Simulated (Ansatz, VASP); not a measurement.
## Yb: VASP beside Ansatz

File INCAR:

```
SYSTEM = Yb
  ALGO = Normal
  EDIFF = 1E-7
  ENCUT = 520
  GGA = PE
  ISIF = 2
  ISMEAR = -1
  LASPH = .TRUE.
  LCHARG = .FALSE.
  LREAL = .FALSE.
  LWAVE = .FALSE.
  NBANDS = 18
  NELM = 100
  PREC = Accurate
  SIGMA = 0.1
```

Contents of KPOINTS:

```
k-points
0
G
  10 10 10
  0 0 0
```

File POSCAR:

```
Yb
1.0
    0.0000000000      2.6151647068      2.6151647068
    2.6151647068      0.0000000000      2.6151647068
    2.6151647068      2.6151647068      0.0000000000
Yb
1
Direct
    0.0000000000      0.0000000000      0.0000000000
```

Input for Ansatz:

```yaml
crystal:
  lattice:
    - [0.0, 2.6151647068, 2.6151647068]
    - [2.6151647068, 0.0, 2.6151647068]
    - [2.6151647068, 2.6151647068, 0.0]
  atoms:
    - { symbol: Yb, position: [0.0, 0.0, 0.0] }
hamiltonian:
  xc: pbe
  pseudopotentials:
    kind: paw
    azcp:
      Yb: "pseudopotentials/Yb.paw.azcp"
basis:
  ecutwfc: 800
  fft_grid_basis: typed
kpoints:
  mp_grid: { grid: [10, 10, 10], shift: [0, 0, 0] }
magnetization:
  spin_polarized: false
scf:
  occupations: { method: fermi_dirac, width: 0.1 }
  lower_state_search: "off"
output:
  stress: true
  write_density: true
  write_potential: true
  elf: true
  volumetric_format: npy
```

Alike in both runs: task single point; functional PBE; k mesh 10 × 10 × 10; occupations fermi-dirac, width 0.1 eV; no spin polarisation.

|  | VASP | Ansatz |
| --- | --- | --- |
| version | VASP 6.6.1 | Ansatz 0.2.0 |
| potentials or method | VASP PAW PBE potentials, release 64 (Yb), cutoff 520 eV | plane waves (800 eV) with PAW, scalar-relativistic |
| valence electrons in the cell | 24 | 24 |

```csv
,VASP,Ansatz,Ansatz less VASP
pressure (GPa),-0.3,0.0,+0.30
```

Spin-orbit coupling is off throughout.
